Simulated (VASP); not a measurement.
# RbFe3 (P6_3/mmc) in VASP: single point with PBE

Aim: the single point of RbFe3 with PBE.

Program: VASP 6.6.1. These are calculated values, not measurements. Logs are shortened: lines on timing, memory, paths and dates and some standing lists are left out, and cuts for length are marked.

### 1 The cell of the first run

The structure is hexagonal, space group P6_3/mmc (No. 194). Conventional cell: a = 7.900 Å, b = 7.900 Å, c = 3.992 Å, α = 90.00°, β = 90.00°, γ = 120.00°. Rb (site symmetry -6m2) has 12 Fe at 3.76 to 4.05 Å and 8 Rb at 3.99 to 4.98 Å within 5.0 Å. Within 3.1 Å of Fe (site symmetry mm2) lie 6 Fe at 2.38 to 2.42 Å.

### 2 Single point, PBE, collinear spin, ferromagnetic start

INCAR reads:

```
SYSTEM = RbFe3
PREC = Accurate
ENCUT = 520
EDIFF = 1E-6
ISMEAR = 0
SIGMA = 0.1
LREAL = .FALSE.
LASPH = .TRUE.
NELM = 150
ALGO = Fast
ISIF = 2
LWAVE = .FALSE.
LCHARG = .TRUE.
ISPIN = 2
MAGMOM = 0 0 3.2 3.2 3.2 3.2 3.2 3.2
LORBIT = 11
LMAXMIX = 4
GGA = PE
LELF = .TRUE.
LVHAR = .TRUE.
NBANDS = 47
```

KPOINTS reads:

```
Automatic mesh
0
G
  3 3 4
  0 0 0
```

POSCAR reads:

```
RbFe3
1.0
    7.8997844000      0.0000000000      0.0000000000
   -3.9498922000      6.8414139748      0.0000000000
    0.0000000000      0.0000000000      3.9918235978
Rb Fe
2 6
Direct
    0.3333333333      0.6666666667      0.2500000000
    0.6666666667      0.3333333333      0.7500000000
    0.8996893598      0.7993787196      0.2500000000
    0.1003106402      0.8996893598      0.7500000000
    0.2006212804      0.1003106402      0.2500000000
    0.1003106402      0.2006212804      0.7500000000
    0.8996893598      0.1003106402      0.2500000000
    0.7993787196      0.8996893598      0.7500000000
```

Potentials or basis: VASP PAW PBE potentials, release 64 (Rb_sv, Fe).

On the command line:

```console
$ cat potpaw_PBE.64/Rb_sv/POTCAR potpaw_PBE.64/Fe/POTCAR > POTCAR
$ mpirun -np 1 vasp_std > vasp.out
```

OUTCAR:

```text
SYSTEM = RbFe3
   PREC = Accurate
   ENCUT = 520
   EDIFF = 1E-6
   ISMEAR = 0
   LREAL = .FALSE.
   LASPH = .TRUE.
   NELM = 150
   ISIF = 2
   ISPIN = 2
   LORBIT = 11
   GGA = PE

 ion  position               nearest neighbor table
   1  0.333  0.667  0.250-   4 3.76   4 3.76   6 3.76   6 3.76   8 3.76   8 3.76   5 4.05   3 4.05
                             7 4.05   7 4.05   5 4.05   3 4.05   2 4.98   2 4.98   2 4.98   2 4.98
   2  0.667  0.333  0.750-   7 3.76   7 3.76   3 3.76   3 3.76   5 3.76   5 3.76   8 4.05   6 4.05
                             4 4.05   4 4.05   8 4.05   6 4.05   1 4.98   1 4.98   1 4.98   1 4.98
   3  0.900  0.799  0.250-   5 2.38   7 2.38   4 2.42   8 2.42   4 2.42   8 2.42   2 3.76   2 3.76
                             1 4.05   1 4.05
   4  0.100  0.900  0.750-   6 2.38   8 2.38   5 2.42   5 2.42   3 2.42   3 2.42   1 3.76   1 3.76
                             2 4.05   2 4.05
   5  0.201  0.100  0.250-   3 2.38   7 2.38   4 2.42   4 2.42   6 2.42   6 2.42   2 3.76   2 3.76
                             1 4.05   1 4.05
   6  0.100  0.201  0.750-   4 2.38   8 2.38   7 2.42   5 2.42   5 2.42   7 2.42   1 3.76   1 3.76
                             2 4.05   2 4.05
   7  0.900  0.100  0.250-   3 2.38   5 2.38   8 2.42   8 2.42   6 2.42   6 2.42   2 3.76   2 3.76
                             1 4.05   1 4.05
   8  0.799  0.900  0.750-   6 2.38   4 2.38   7 2.42   7 2.42   3 2.42   3 2.42   1 3.76   1 3.76
                             2 4.05   2 4.05

  LATTYP: Found a hexagonal cell.
 ALAT       =     7.8997844000
 C/A-ratio  =     0.5053079167

  Lattice vectors:

 A1 = (   7.8997844000,   0.0000000000,   0.0000000000)
 A2 = (  -3.9498922000,   6.8414139748,   0.0000000000)
 A3 = (   0.0000000000,   0.0000000000,   3.9918235978)

Analysis of symmetry for initial positions (statically):
=====================================================================
 Subroutine PRICEL returns:
 Original cell was already a primitive cell.

 Routine SETGRP: Setting up the symmetry group for a
 hexagonal supercell.

 Subroutine GETGRP returns: Found 24 space group operations
 (whereof 12 operations were pure point group operations)
 out of a pool of 24 trial point group operations.

The static configuration has the point symmetry D_3d.
 The point group associated with its full space group is D_6h.

Analysis of symmetry for dynamics (positions and initial velocities):
=====================================================================
 Subroutine PRICEL returns:
 Original cell was already a primitive cell.

 Routine SETGRP: Setting up the symmetry group for a
 hexagonal supercell.

 Subroutine GETGRP returns: Found 24 space group operations
 (whereof 12 operations were pure point group operations)
 out of a pool of 24 trial point group operations.

The dynamic configuration has the point symmetry D_3d.
 The point group associated with its full space group is D_6h.

Analysis of structural, dynamic, and magnetic symmetry:
=====================================================================
 Subroutine PRICEL returns:
 Original cell was already a primitive cell.

 Routine SETGRP: Setting up the symmetry group for a
 hexagonal supercell.

 Subroutine GETGRP returns: Found 24 space group operations
 (whereof 12 operations were pure point group operations)
 out of a pool of 24 trial point group operations.

The overall configuration has the point symmetry D_3d.
 The point group associated with its full space group is D_6h.

 Subroutine INISYM returns: Found 24 space group operations
 (whereof 12 operations are pure point group operations),
 and found     1 'primitive' translations

----------------------------------------------------------------------------------------

                                     Primitive cell

  volume of cell :     215.7409

  direct lattice vectors                    reciprocal lattice vectors
     7.899784400  0.000000000  0.000000000     0.126585733  0.073084307  0.000000000
    -3.949892200  6.841413975  0.000000000     0.000000000  0.146168614  0.000000000
     0.000000000  0.000000000  3.991823598     0.000000000  0.000000000  0.250512072

  length of vectors
     7.899784400  7.899784400  3.991823598     0.146168614  0.146168614  0.250512072

  position of ions in fractional coordinates (direct lattice)
     0.333333333  0.666666667  0.250000000
     0.666666667  0.333333333  0.750000000
     0.899689360  0.799378720  0.250000000
     0.100310640  0.899689360  0.750000000
     0.200621280  0.100310640  0.250000000
     0.100310640  0.200621280  0.750000000
     0.899689360  0.100310640  0.250000000
[... 63 lines left out ...]
   LNONCOLLINEAR =      F non collinear calculations
   LSORBIT =      F    spin-orbit coupling
   LASPH  =      T    aspherical Exc in radial PAW
   ENCUT  =  520.0 eV  38.22 Ry    6.18 a.u.  14.69 14.69  7.42*2*pi/ulx,y,z
   NELM   =    150;   NELMIN=  2; NELMDL= -5     # of ELM steps
   EDIFF  = 0.1E-05   stopping-criterion for ELM
   LREAL  =      F    real-space projection
   EDIFFG = 0.1E-04   stopping-criterion for IOM
   NSW    =      0    number of steps for IOM
   IBRION =     -1    ionic relax: 0-MD 1-quasi-New 2-CG
   NFREE  =      0    steps in history (QN), initial steepest desc. (CG)
   ISIF   =      2    stress and relaxation
   ISYM   =      2    0-nonsym 1-usesym 2-fastsym
   POTIM  = 0.5000    time-step for ionic-motion
   TEBEG  =    0.0;   TEEND  =   0.0 temperature during run
   PSTRESS=    0.0 pullay stress
   NELECT =      66.0000    total number of electrons
   NUPDOWN=      -1.0000    fix difference up-down
   EMIN   =  10.00;   EMAX   =-10.00  energy-range for DOS
   EFERMI =   0.00;   METHOD = LEGACY
   ISMEAR =     0;   SIGMA  =   0.10  broadening in eV -4-tet -1-fermi 0-gaus
   EFERMI_NEDOS =   21; number of points for ismear=-14 and -15
   IALGO  =     68    algorithm
   IMIX   =      4    mixing-type and parameters
     AMIX     =   0.40;   BMIX     =  1.00
     AMIX_MAG =   1.60;   BMIX_MAG =  1.00
  volume/ion in A,a.u.               =      26.97       181.99
  Fermi-wavevector in a.u.,A,eV,Ry     =   1.103093  2.084543 16.555751  1.216813
  Thomas-Fermi vector in A             =   2.239546
   LORBIT       =     11    0 simple, 1 ext, 2 COOP (PROOUT), +10 PAW based schemes
   GGA     = PE    functional components
   LHFCALC =     F    Hartree Fock is set to
   AEXX    =    0.0000 exact exchange contribution
   IVDW    =     0    specifies the selected vdW correction
   LEPSILON=     F    determine dielectric tensor
   LRPA    =     F    only Hartree local field effects (RPA)
 spin polarized calculation
 RMM-DIIS sequential band-by-band and
 Gauss-broadening in eV      SIGMA  =   0.10
  energy-cutoff  :      520.00
  volume of cell :      215.74
 maximum number of plane-waves:      5835
 NGX is ok and might be reduce to    60
   NGX = 29   NGY = 29   NGZ = 15

 number of electron      66.0000009 magnetization      15.1860506

 Free energy of the ion-electron system (eV)
  ---------------------------------------------------
  ext. energy  EPLUGINS =         0.00000000
  ---------------------------------------------------
  free energy    TOTEN  =       -45.07372625 eV

  energy without entropy =      -45.04981047  energy(sigma->0) =      -45.06176836

 E-fermi :   1.6079     XC(G=0):  -8.5148

 val. band max:        1.4901527926   @ k =   0.0000   0.0000   0.5000
 cond. band min:       1.6270973390   @ k =   0.3333   0.0000   0.0000
 fundamental gap:      0.1369445464
 Fermi energy:         1.6078680097

 spin component 1

 k-point     1 :       0.0000    0.0000    0.0000
  band No.  band energies     occupation
      1     -26.0770      1.00000
      2     -26.0720      1.00000
      3     -10.1940      1.00000
      4     -10.1940      1.00000
      5     -10.1272      1.00000
      6     -10.1272      1.00000
[... 421 lines left out ...]
     44       2.3768      0.00000
     45       3.9469      0.00000
 Fermi energy:         1.6078680097

 spin component 2

 k-point     1 :       0.0000    0.0000    0.0000
  band No.  band energies     occupation
      1     -26.0821      1.00000
      2     -26.0770      1.00000
      3     -10.2094      1.00000
      4     -10.2094      1.00000
      5     -10.1407      1.00000
      6     -10.1407      1.00000
[... 421 lines left out ...]
     44       3.8168      0.00000
     45       4.6417      0.00000
 [bands above 45 left out]

------------------------ aborting loop because EDIFF is reached ----------------------------------------

  FORCE on cell =-STRESS in cart. coord.  units (eV):
  Direction    XX          YY          ZZ          XY          YZ          ZX
  --------------------------------------------------------------------------------------
  -------------------------------------------------------------------------------------
  Total        0.0234921      0.0234921     -0.0366819      0.0000000      0.0000000      0.0000000
  in kB        0.1744613      0.1744613     -0.2724144      0.0000000      0.0000000      0.0000000
  external PRESSURE =       0.0255028 kB  Pullay stress =       0.0000000 kB

 VOLUME and BASIS-vectors are now :
 -----------------------------------------------------------------------------
  energy-cutoff  :      520.00
  volume of cell :      215.74
      direct lattice vectors                 reciprocal lattice vectors
     7.899784400  0.000000000  0.000000000     0.126585733  0.073084307  0.000000000
    -3.949892200  6.841413975  0.000000000     0.000000000  0.146168614  0.000000000
     0.000000000  0.000000000  3.991823598     0.000000000  0.000000000  0.250512072

 POSITION                                       TOTAL-FORCE (eV/Angst)
 -----------------------------------------------------------------------------------
     -0.00000      4.56094      0.99796        -0.000000     -0.000000      0.000000
      3.94989      2.28047      2.99387        -0.000000      0.000000     -0.000000
      3.94989      5.46888      0.99796        -0.000000      0.006614      0.000000
     -2.76124      6.15515      2.99387        -0.005728      0.003307      0.000000
      1.18865      0.68627      0.99796        -0.005728     -0.003307      0.000000
      0.00000      1.37253      2.99387        -0.000000     -0.006614     -0.000000
      6.71114      0.68627      0.99796         0.005728     -0.003307     -0.000000
      2.76124      6.15515      2.99387         0.005728      0.003307     -0.000000
 -----------------------------------------------------------------------------------
    total drift:                               -0.000000      0.000000      0.000000

  FREE ENERGIE OF THE ION-ELECTRON SYSTEM (eV)
  ---------------------------------------------------
  free  energy   TOTEN  =       -45.0737262550 eV

  energy  without entropy=      -45.0498104722  energy(sigma->0) =      -45.06176836

 total charge

# of ion       s       p       d       tot
------------------------------------------
    1        1.956   5.328   0.023   7.306
    2        1.956   5.328   0.023   7.306
    3        0.500   0.355   6.286   7.141
    4        0.500   0.355   6.286   7.141
    5        0.500   0.355   6.286   7.141
    6        0.500   0.355   6.286   7.141
    7        0.500   0.355   6.286   7.141
    8        0.500   0.355   6.286   7.141
--------------------------------------------------
tot          6.914  12.786  37.760  57.460

 magnetization (x)

# of ion       s       p       d       tot
------------------------------------------
    1       -0.006   0.001   0.001  -0.004
    2       -0.006   0.001   0.001  -0.004
    3       -0.006  -0.026   2.492   2.459
    4       -0.006  -0.026   2.492   2.459
    5       -0.006  -0.026   2.492   2.459
    6       -0.006  -0.026   2.492   2.459
    7       -0.006  -0.026   2.492   2.459
    8       -0.006  -0.026   2.492   2.459
--------------------------------------------------
tot         -0.050  -0.154  14.952  14.748
```

Run time: 9.2 min. Hardware: 1 thread of Intel Xeon Platinum 8259CL at 2.50GHz (Skylake/Cascade Lake), shared host; peak memory 0.46 GiB.

Results:

```
Free energy                                           : -45.0737 eV
Pressure                                              : 0.0 GPa
Largest force                                         : 0.007 eV/Å
Net moment                                            : 15.19 μB per cell
Site moments                                          : Rb -0.00; Fe +2.46 μB
Valence electrons inside the program's atomic spheres : Rb 7.31; Fe 7.14
```

Forces in eV/Å, atoms in the order of the input:
```
Rb   0.000  0.000  0.000
Rb   0.000  0.000  0.000
Fe   0.000  0.007  0.000
Fe  -0.006  0.003  0.000
Fe  -0.006 -0.003  0.000
Fe   0.000 -0.007  0.000
Fe   0.006 -0.003  0.000
Fe   0.006  0.003  0.000
```

Caveat: the k points lie up to 0.39 Å⁻¹ apart.
